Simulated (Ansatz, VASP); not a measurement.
Cs in VASP and in Ansatz

```xyz
3
Lattice="5.4007 0.0000 0.0000 0.0000 5.4007 0.0000 0.0000 0.0000 11.9937" Properties=species:S:1:pos:R:3 pbc="T T T"
Cs    0.0000    0.0000    3.7462
Cs    0.0000    0.0000    8.2475
Cs    2.7004    2.7004    0.0000
```

Alike in both runs: task single point; functional PBE; k mesh 4 × 4 × 2; occupations gaussian, width 0.1 eV; no spin polarisation.

```csv
,VASP,Ansatz
version,VASP 6.6.1,Ansatz 0.2.0
potentials or method,"VASP PAW PBE potentials, release 64 (Cs_sv), cutoff 520 eV","scalar-relativistic, plane waves, PAW"
valence electrons in the cell,27,27
```

VASP gave:

```
gap on the k mesh at the Fermi level (eV)                     : none
pressure (GPa)                                                : 0.1
traceless stress, the component that is largest in VASP (GPa) : 0.32
rms of the force components (eV/Å)                            : 0.035
```

Task: Which values does Ansatz return?

Result: gap on the k mesh at the Fermi level (eV): none; pressure (GPa): 0.1; traceless stress, the component that is largest in VASP (GPa): 0.32; rms of the force components (eV/Å): 0.034.

Atom by atom the forces differ by 0.000 eV/Å (rms over components). A gap of «none» marks a metal or a gap that the smearing closes. The functional is the same, so the differences come from potentials, cutoffs and numerics.

Spin-orbit coupling is off throughout.
